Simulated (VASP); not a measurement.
**CdS3: relaxation of cell and atoms with PBE**

Crystal: CdS3.

```
CELL_PARAMETERS angstrom
7.05058 0.00000 0.00000
-3.52529 6.10598 0.00000
0.00000 0.00000 3.92921
ATOMIC_POSITIONS crystal
Cd 0.66667 0.33333 0.25000
Cd 0.33333 0.66667 0.75000
S 0.29710 0.38290 0.25000
S 0.91420 0.29710 0.75000
S 0.61710 0.91420 0.25000
S 0.70290 0.61710 0.75000
S 0.08580 0.70290 0.25000
S 0.38290 0.08580 0.75000
```

The cell was generated, and may not be a known phase.

* Program: VASP 6.6.1
* Task: relaxation of cell and atoms
* Functional: PBE
* Potentials or basis: VASP PAW PBE potentials, release 64 (Cd, S)
* Cutoff: 500 eV
* k mesh: 3 × 3 × 4
* Occupations: gaussian, width 0.1 eV
* Spin: no spin polarisation
* Dipole correction: no
* Further INCAR settings: ALGO = Normal; EDIFF = 1e-07; IBRION = 2; EDIFFG = -0.04; NSW = 90; ISIF = 3

- Relaxed volume: 19.49 Å³/atom
- Relaxed cell: a = 7.116 Å, b = 7.116 Å, c = 3.555 Å, α = 90.00°, β = 90.00°, γ = 120.00°
- Space group after relaxing (to 0.1 Å): P6_3/mmc (No. 194)
- Energy gained by relaxing: 271.6 meV/atom
- Ionic steps: 53
- Pressure after relaxing: 0.0 GPa
- Largest force after relaxing: 0.037 eV/Å
- Band gap on the k mesh: zero (bands 30 and 31 overlap by 0.78 eV)

Forces in eV/Å, atoms in the order of the input:
```
Cd   0.000  0.000  0.000
Cd   0.000  0.000  0.000
S   -0.019 -0.032  0.000
S    0.019 -0.032  0.000
S    0.037  0.000  0.000
S    0.019  0.032  0.000
S   -0.019  0.032  0.000
S   -0.037  0.000  0.000
```

Stress tensor (GPa, compression positive):
```
 0.04  0.00  0.00
 0.00  0.04  0.00
 0.00  0.00 -0.14
```

Step by step:
```
step  energy change (eV)  largest force (eV/Å)  pressure (GPa)  volume (Å³)
   1              0.0000                0.8888            0.27       169.16
   3             -0.6805                0.4863           -4.41       172.61
   5             -1.0359                0.2624           -6.89       176.00
   7             -1.6353                0.1403           -1.74       159.86
   9             -1.6514                0.1261           -1.49       159.02
  11             -1.6918                0.1988           -0.21       154.61
  13             -1.7068                0.0933           -0.29       154.99
  15             -1.7131                0.0743            0.17       153.95
  17             -1.7172                0.0583           -0.16       154.60
  19             -1.7223                0.0808            0.30       153.13
  21             -1.7237                0.1011            0.71       151.87
  23             -1.7253                0.1032            0.71       151.75
  25             -1.7331                0.1123            0.74       151.22
  27             -1.7647                0.1169            1.01       149.12
  29             -1.7751                0.0864            1.37       147.74
  31             -1.7962                0.0437            1.21       147.76
  33             -1.8157                0.2591            1.53       147.85
  35             -1.8495                0.1543            0.91       148.73
  37             -1.9939                0.2441           -1.22       156.70
  39             -2.0253                0.2572           -0.42       156.56
  41             -2.0625                0.2037            0.13       155.52
  43             -2.0766                0.2913            1.38       151.28
  45             -2.1428                0.1170           -0.59       156.42
  47             -2.1579                0.0823           -0.36       156.41
  49             -2.1655                0.0399           -0.23       156.87
  51             -2.1708                0.0376            0.34       155.32
  53             -2.1727                0.0372           -0.02       155.91
```

Final structure:
```yaml
crystal:
  lattice:
    - [7.11643, 0.00000, 0.00000]
    - [-3.55822, 6.16301, 0.00000]
    - [0.00000, 0.00000, 3.55477]
  atoms:
    - { symbol: Cd, position: [0.66667, 0.33333, 0.25000] }
    - { symbol: Cd, position: [0.33333, 0.66667, 0.75000] }
    - { symbol: S, position: [0.16575, 0.32239, 0.25000] }
    - { symbol: S, position: [0.84336, 0.16575, 0.75000] }
    - { symbol: S, position: [0.67761, 0.84336, 0.25000] }
    - { symbol: S, position: [0.83425, 0.67761, 0.75000] }
    - { symbol: S, position: [0.15664, 0.83425, 0.25000] }
    - { symbol: S, position: [0.32239, 0.15664, 0.75000] }
```

Levels at points of the mesh, in eV from the Fermi level:
```
           k point  band 27  band 28  band 29  band 30  band 31  band 32  band 33  band 34
(0.00, 0.00, 0.00)    -1.17    -1.17    -0.13    -0.13     0.21     0.21     0.77     1.83
(0.00, 0.00, 0.50)    -0.97    -0.97    -0.97    -0.97     0.97     0.97     0.97     0.97
```

Wall time 36 min on 1 thread of Intel(R) Xeon(R) Platinum 8259CL CPU @ 2.50GHz (Skylake/Cascade Lake), on a shared host, peak memory 0.31 GiB.

Caveat: the k points lie up to 0.44 Å⁻¹ apart in the final cell, too coarse for converged energies and pressures of a metal; semilocal functionals underestimate gaps, and a narrow one can read as zero.
